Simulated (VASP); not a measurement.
# MoS2 (R-3m) in VASP: single point with PBE+D3(BJ)

Aim: the single point of MoS2 with PBE+D3(BJ).

Program: VASP 6.6.1. These are calculated values, not measurements. Logs are shortened: lines on timing, memory, paths and dates and some standing lists are left out, and cuts for length are marked.

## (1) The cell of the first run

Symmetry: R-3m, No. 166, trigonal system. Conventional cell: a = 3.133 Å, b = 3.133 Å, c = 17.877 Å, α = 90.00°, β = 90.00°, γ = 120.00°. Mo (site symmetry -3m) has 6 S at 2.42 Å and 6 Mo at 3.13 Å within 3.2 Å. Within 3.3 Å of S (site symmetry 3m) lie 3 Mo at 2.42 Å and 9 S at 3.13 to 3.29 Å.

## (2) Single point, PBE+D3(BJ)

File INCAR:

```
SYSTEM = MoS2
PREC = Accurate
ENCUT = 520
EDIFF = 1E-6
ISMEAR = -1
SIGMA = 0.0948
LREAL = Auto
LASPH = .True.
NELM = 80
ALGO = Fast
ISIF = 2
LWAVE = .False.
LCHARG = .False.
GGA = PE
IVDW = 12
NBANDS = 194
```

File KPOINTS:

```
Automatic mesh
0
Gamma
  3 3 3
  0 0 0
```

File POSCAR:

```
MoS2
1.0
    4.7001865774     -4.5227566429      5.9589013408
    1.5667288591      6.3318593000      5.9589013408
   -6.2669154366     -1.8091026571      5.9589013408
Mo S
13 26
Direct
    0.2307692308      0.0769230769      0.6923076923
    1.0000000000      1.0000000000      1.0000000000
    0.4615384615      0.1538461538      0.3846153846
    0.9230769231      0.3076923077      0.7692307692
    0.1538461538      0.3846153846      0.4615384615
    0.6153846154      0.5384615385      0.8461538462
    0.3076923077      0.7692307692      0.9230769231
    0.6923076923      0.2307692308      0.0769230769
    0.3846153846      0.4615384615      0.1538461538
    0.8461538462      0.6153846154      0.5384615385
    0.0769230769      0.6923076923      0.2307692308
    0.5384615385      0.8461538462      0.6153846154
    0.7692307692      0.9230769231      0.3076923077
    0.9870996896      0.8332535358      0.4486381512
    0.7563304589      0.7563304589      0.7563304589
    0.2178689204      0.9101766127      0.1409458435
    0.6794073820      0.0640227666      0.5255612281
    0.9101766127      0.1409458435      0.2178689204
    0.3717150743      0.2947919973      0.6024843050
    0.0640227666      0.5255612281      0.6794073820
    0.4486381512      0.9870996896      0.8332535358
    0.1409458435      0.2178689204      0.9101766127
    0.6024843050      0.3717150743      0.2947919973
    0.8332535358      0.4486381512      0.9870996896
    0.2947919973      0.6024843050      0.3717150743
    0.5255612281      0.6794073820      0.0640227666
    0.4744387719      0.3205926180      0.9359772334
    0.2436695411      0.2436695411      0.2436695411
    0.7052080027      0.3975156950      0.6282849257
    0.1667464642      0.5513618488      0.0129003104
    0.3975156950      0.6282849257      0.7052080027
    0.8590541565      0.7821310796      0.0898233873
    0.5513618488      0.0129003104      0.1667464642
    0.9359772334      0.4744387719      0.3205926180
    0.6282849257      0.7052080027      0.3975156950
    0.0898233873      0.8590541565      0.7821310796
    0.3205926180      0.9359772334      0.4744387719
    0.7821310796      0.0898233873      0.8590541565
    0.0129003104      0.1667464642      0.5513618488
```

Potentials or basis: VASP PAW PBE potentials, release 64 (Mo_sv, S).

Launch:

```console
$ cat potpaw_PBE.64/Mo_sv/POTCAR potpaw_PBE.64/S/POTCAR > POTCAR
$ mpirun -np 1 vasp_std > vasp.out
```

OUTCAR:

```text
SYSTEM = MoS2
   PREC = Accurate
   ENCUT = 520
   EDIFF = 1E-6
   ISMEAR = -1
   LREAL = Auto
   LASPH = .True.
   NELM = 80
   ISIF = 2
   GGA = PE
   IVDW = 12
 IVDW          = 12

 ion  position               nearest neighbor table
   1  0.231  0.077  0.692-  37 2.42  36 2.42  19 2.42  21 2.42  39 2.42  22 2.42   3 3.13  12 3.13
                             7 3.13   2 3.13   4 3.13   5 3.13
   2  0.000  0.000  0.000-  22 2.42  32 2.42  16 2.42  38 2.42  36 2.42  18 2.42   4 3.13  11 3.13
                             1 3.13  13 3.13   7 3.13   8 3.13
   3  0.462  0.154  0.385-  33 2.42  19 2.42  37 2.42  28 2.42  17 2.42  23 2.42  12 3.13   1 3.13
                            13 3.13   9 3.13   5 3.13   8 3.13
   4  0.923  0.308  0.769-  20 2.42  38 2.42  29 2.42  22 2.42  24 2.42  39 2.42  10 3.13   5 3.13
                             2 3.13   8 3.13   1 3.13   6 3.13
   5  0.154  0.385  0.462-  39 2.42  25 2.42  34 2.42  28 2.42  20 2.42  19 2.42  11 3.13   4 3.13
                            10 3.13   9 3.13   3 3.13   1 3.13
   6  0.615  0.538  0.846-  24 2.42  31 2.42  15 2.42  26 2.42  27 2.42  29 2.42   8 3.13   9 3.13
                             7 3.13  12 3.13  10 3.13   4 3.13
   7  0.308  0.769  0.923-  26 2.42  21 2.42  30 2.42  36 2.42  31 2.42  16 2.42   9 3.13   6 3.13
                             1 3.13  11 3.13   2 3.13  12 3.13
   8  0.692  0.231  0.077-  27 2.42  24 2.42  33 2.42  18 2.42  23 2.42  38 2.42   6 3.13   9 3.13
                            13 3.13   4 3.13   2 3.13   3 3.13
   9  0.385  0.462  0.154-  30 2.42  23 2.42  28 2.42  27 2.42  26 2.42  25 2.42   7 3.13   6 3.13
[... 42 lines left out ...]
 A1 = (   4.7001865774,  -4.5227566429,   5.9589013408)
 A2 = (   1.5667288591,   6.3318593000,   5.9589013408)
 A3 = (  -6.2669154366,  -1.8091026571,   5.9589013408)

Analysis of symmetry for initial positions (statically):
=====================================================================
 Subroutine PRICEL returns following result:

  LATTYP: Found a trigonal (rhomboedric) cell.
 ALAT       =     6.2274679938
 COS(alpha) =     0.8734113776

  Lattice vectors:

 A1 = (  -0.0000000019,  -1.8091026571,   5.9589013408)
 A2 = (   1.5667288575,   0.9045513286,   5.9589013408)
 A3 = (  -1.5667288598,   0.9045513286,   5.9589013408)

  13 primitive cells build up your supercell.

 Routine SETGRP: Setting up the symmetry group for a
 trigonal (rhombohedral) supercell.

 Subroutine GETGRP returns: Found  6 space group operations
 (whereof  6 operations were pure point group operations)
 out of a pool of 12 trial point group operations.

The static configuration has the point symmetry S_6 .

Analysis of symmetry for dynamics (positions and initial velocities):
=====================================================================
 Subroutine PRICEL returns following result:

[... 115 lines left out ...]
   EMIN   =  10.00;   EMAX   =-10.00  energy-range for DOS
   EFERMI =   0.00;   METHOD = LEGACY
   ISMEAR =    -1;   SIGMA  =   0.09  broadening in eV -4-tet -1-fermi 0-gaus
   EFERMI_NEDOS =   21; number of points for ismear=-14 and -15
   IALGO  =     68    algorithm
   IMIX   =      4    mixing-type and parameters
     AMIX     =   0.40;   BMIX     =  1.00
     AMIX_MAG =   1.60;   BMIX_MAG =  1.00
  volume/ion in A,a.u.               =      16.89       113.98
  Fermi-wavevector in a.u.,A,eV,Ry     =   1.310643  2.476756 23.371888  1.717785
  Thomas-Fermi vector in A             =   2.441159
   LORBIT       =      0    0 simple, 1 ext, 2 COOP (PROOUT), +10 PAW based schemes
   GGA     = PE    functional components
   LHFCALC =     F    Hartree Fock is set to
   AEXX    =    0.0000 exact exchange contribution
   IVDW    =    12    specifies the selected vdW correction
   LEPSILON=     F    determine dielectric tensor
   LRPA    =     F    only Hartree local field effects (RPA)
 non-spin polarized calculation
 RMM-DIIS sequential band-by-band and
  energy-cutoff  :      520.00
  volume of cell :      658.70
 maximum number of plane-waves:     17733
 NGX is ok and might be reduce to    70
   NGX = 33   NGY = 33   NGZ = 33

 number of electron     338.0000000 magnetization

 Free energy of the ion-electron system (eV)
  ---------------------------------------------------
  ext. energy  EPLUGINS =         0.00000000
  ---------------------------------------------------
  free energy    TOTEN  =      -272.52275107 eV

  energy without entropy =     -272.12646006  energy(sigma->0) =     -272.32460557

 E-fermi :   8.3689     XC(G=0): -11.2174

 val. band max:        8.3026383565   @ k =   0.3333  -0.0000   0.0000
 cond. band min:       8.3775868172   @ k =   0.3333  -0.0000   0.0000
 fundamental gap:      0.0749484607
 Fermi energy:         8.3689058959

 k-point     1 :       0.0000    0.0000    0.0000
  band No.  band energies     occupation
      1     -53.3017      2.00000
      2     -53.2749      2.00000
      3     -53.2749      2.00000
      4     -53.2749      2.00000
      5     -53.2749      2.00000
      6     -53.2749      2.00000
[... 1093 lines left out ...]
    180       9.3018      0.00011
    181       9.3041      0.00010
 [bands above 181 left out]

------------------------ aborting loop because EDIFF is reached ----------------------------------------

 Edisp (eV)  -17.53812

 E6    (eV) :   -10.4591

 E8    (eV) :    -7.0790

  FORCE on cell =-STRESS in cart. coord.  units (eV):
  Direction    XX          YY          ZZ          XY          YZ          ZX
  --------------------------------------------------------------------------------------
  -------------------------------------------------------------------------------------
  Total       0.56182     0.56182    -0.75167     0.00000    -0.00000     0.00000
  in kB       1.36654     1.36654    -1.82832     0.00000    -0.00000     0.00000
  external pressure =        0.30 kB  Pullay stress =        0.00 kB

 VOLUME and BASIS-vectors are now :
 -----------------------------------------------------------------------------
  energy-cutoff  :      520.00
  volume of cell :      658.70
      direct lattice vectors                 reciprocal lattice vectors
     4.700186577 -4.522756643  5.958901341     0.073646831 -0.070866696  0.055938723
     1.566728859  6.331859300  5.958901341     0.024548944  0.099213375  0.055938723
    -6.266915437 -1.809102657  5.958901341    -0.098195775 -0.028346678  0.055938723

 POSITION                                       TOTAL-FORCE (eV/Angst)
 -----------------------------------------------------------------------------------
     -3.13346     -1.80910      5.95890        -0.000000     -0.000000     -0.000000
      0.00000      0.00000      0.00000        -0.000000     -0.000000     -0.000000
     -0.00000     -1.80910      5.95890        -0.000000     -0.000000     -0.000000
      0.00000     -3.61821     11.91780        -0.000000     -0.000000     -0.000000
     -1.56673      0.90455      5.95890        -0.000000     -0.000000     -0.000000
     -1.56673     -0.90455     11.91780        -0.000000     -0.000000     -0.000000
[... 31 lines left out ...]
     -1.56673     -4.52276     10.31491        -0.000000     -0.000000      0.030314
     -3.13346     -0.00000      4.35601        -0.000000     -0.000000      0.030314
 -----------------------------------------------------------------------------------
    total drift:                               -0.000000      0.000000     -0.000000

  FREE ENERGIE OF THE ION-ELECTRON SYSTEM (eV)
  ---------------------------------------------------
  free  energy   TOTEN  =      -290.0608690458 eV

  energy  without entropy=     -289.6645780410  energy(sigma->0) =     -289.86272354
```

OSZICAR:

```text
N       E                     dE             d eps       ncg     rms          rms(c)
DAV:   1     0.329166887014E+04    0.32917E+04   -0.18748E+05  2544   0.167E+03
DAV:   2    -0.373227215536E+02   -0.33290E+04   -0.32518E+04  2756   0.432E+02
DAV:   3    -0.281914590626E+03   -0.24459E+03   -0.23701E+03  2984   0.998E+01
[... 14 lines left out ...]
RMM:  18    -0.272522743200E+03   -0.67936E-05   -0.66186E-05  1875   0.373E-03    0.232E-03
RMM:  19    -0.272522747721E+03   -0.45210E-05   -0.46836E-05  1813   0.236E-03    0.209E-03
RMM:  20    -0.272522749540E+03   -0.18191E-05   -0.16599E-05  1458   0.158E-03    0.289E-03
RMM:  21    -0.272522750644E+03   -0.11033E-05   -0.11396E-05  1355   0.118E-03    0.225E-03
RMM:  22    -0.272522751069E+03   -0.42497E-06   -0.44050E-06  1147   0.953E-04
   1 F= -.29006087E+03 E0= -.28986272E+03  d E =-.396291E+00
```

Run time: 35 min. Hardware: 1 thread of Oxide Virtual Turin-like, shared host; peak memory 0.93 GiB.

What came out:

* Free energy: -290.0609 eV
* Pressure: 0.0 GPa
* Largest force: 0.030 eV/Å
* Band gap on the k mesh: zero (bands 169 and 170 overlap by 0.21 eV)
* Dispersion energy per atom: -0.450 eV

Forces in eV/Å, atoms in the order of the input:
```
Mo   0.000  0.000  0.000
Mo   0.000  0.000  0.000
Mo   0.000  0.000  0.000
Mo   0.000  0.000  0.000
Mo   0.000  0.000  0.000
Mo   0.000  0.000  0.000
Mo   0.000  0.000  0.000
Mo   0.000  0.000  0.000
Mo   0.000  0.000  0.000
Mo   0.000  0.000  0.000
Mo   0.000  0.000  0.000
Mo   0.000  0.000  0.000
Mo   0.000  0.000  0.000
S    0.000  0.000 -0.030
S    0.000  0.000 -0.030
S    0.000  0.000 -0.030
S    0.000  0.000 -0.030
S    0.000  0.000 -0.030
S    0.000  0.000 -0.030
S    0.000  0.000 -0.030
S    0.000  0.000 -0.030
S    0.000  0.000 -0.030
S    0.000  0.000 -0.030
S    0.000  0.000 -0.030
S    0.000  0.000 -0.030
S    0.000  0.000 -0.030
S    0.000  0.000  0.030
S    0.000  0.000  0.030
S    0.000  0.000  0.030
S    0.000  0.000  0.030
S    0.000  0.000  0.030
S    0.000  0.000  0.030
S    0.000  0.000  0.030
S    0.000  0.000  0.030
S    0.000  0.000  0.030
S    0.000  0.000  0.030
S    0.000  0.000  0.030
S    0.000  0.000  0.030
S    0.000  0.000  0.030
```

Stress tensor (GPa, compression positive):
```
 0.14  0.00  0.00
 0.00  0.14  0.00
 0.00  0.00 -0.18
```

Levels at points of the mesh, in eV from the Fermi level:
```
           k point  band 167  band 168  band 169  band 170  band 171  band 172
(0.00, 0.00, 0.00)     -0.61     -0.61     -0.61      0.08      0.08      0.21
```

The gap in the log of VASP goes by the Fermi energy; the results here count the filled bands.